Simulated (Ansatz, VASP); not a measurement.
## Two plane-wave programs on Ag2ClF

Contents of POSCAR:

```
Ag2ClF
1.0
    1.9433225428      1.1219777932      5.3283102928
   -1.9433225428      1.1219777932      5.3283102928
    0.0000000000     -2.2439555864      5.3283102928
F Cl Ag
1 1 2
Direct
    1.0000000000      0.0000000000      0.0000000000
    0.5000000000      0.5000000000      0.5000000000
    0.2656404912      0.2656404912      0.2656404912
    0.7343595088      0.7343595088      0.7343595088
```

Contents of INCAR.step1:

```
  PREC = Accurate
  ENCUT = 520
  ISMEAR = -1
  SIGMA = 0.02
  LREAL = F
  LASPH = T
  NELM = 100
  NBANDS = 26
  GGA = PE
  ALGO = Normal
  EDIFF = 1E-4
  LWAVE = T
  LCHARG = F
```

Contents of INCAR.step2:

```
  PREC = Accurate
  ENCUT = 520
  EDIFF = 1E-7
  ISMEAR = -1
  SIGMA = 0.02
  LREAL = F
  LASPH = T
  NELM = 100
  ALGO = Normal
  ISIF = 2
  LWAVE = F
  LCHARG = F
  METAGGA = R2SCAN
  LMIXTAU = T
  NBANDS = 26
  ISTART = 1
```

The input KPOINTS:

```
regular mesh
0
Gamma
  8 8 8
```

Input for Ansatz:

```yaml
crystal:
  lattice:
    - [1.9433225428, 1.1219777932, 5.3283102928]
    - [-1.9433225428, 1.1219777932, 5.3283102928]
    - [0.0, -2.2439555864, 5.3283102928]
  atoms:
    - { symbol: F, position: [1.0, 0.0, 0.0] }
    - { symbol: Cl, position: [0.5, 0.5, 0.5] }
    - { symbol: Ag, position: [0.2656404912, 0.2656404912, 0.2656404912] }
    - { symbol: Ag, position: [0.7343595088, 0.7343595088, 0.7343595088] }
kpoints:
  mp_grid: { grid: [8, 8, 8] }
  band_path:
    path:
      - [0.0, 0.0, 0.0]
      - [0.5, 0.5, 0.5]
      - [0.8037737541, 0.1962262459, 0.5]
      - [0.5, -0.1962262459, 0.1962262459]
      - [0.5, 0.0, 0.0]
      - [0.3481131229, -0.3481131229, 0.0]
      - [0.6518868771, 0.0, 0.3481131229]
      - [0.5, 0.0, 0.5]
      - [0.05, 0.0, 0.05]
    npoints: 1
hamiltonian:
  xc: r2scan
scf:
  occupations: { method: fermi_dirac, width: 0.02 }
  n_extra_bands: 5
output:
  forces: true
  stress: true
  eigenvalues: true
```

Alike in both runs: task single point; functional r2SCAN; k mesh 8 × 8 × 8; occupations fermi-dirac, width 0.02 eV; no spin polarisation.

|  | VASP | Ansatz |
| --- | --- | --- |
| version | VASP 6.6.1 | Ansatz 0.2.0 |
| potentials or method | VASP PAW PBE potentials, release 64 (F, Cl, Ag) | plane waves, PAW |
| plane-wave cutoff (eV) | 520 | 500 |
| valence electrons in the cell | 36 | 52 |

|  | VASP | Ansatz | Ansatz less VASP |
| --- | --- | --- | --- |
| pressure (GPa) | 0.0 | 0.0 | +0.07 |
| traceless stress, the component that is largest in VASP (GPa) | -0.06 | -0.01 | +0.044 |

VASP's potentials were made for PBE, not for r2SCAN. VASP's potentials hold 36 valence electrons a cell and Ansatz's 52, so a difference there can come from the potentials and not from the codes.
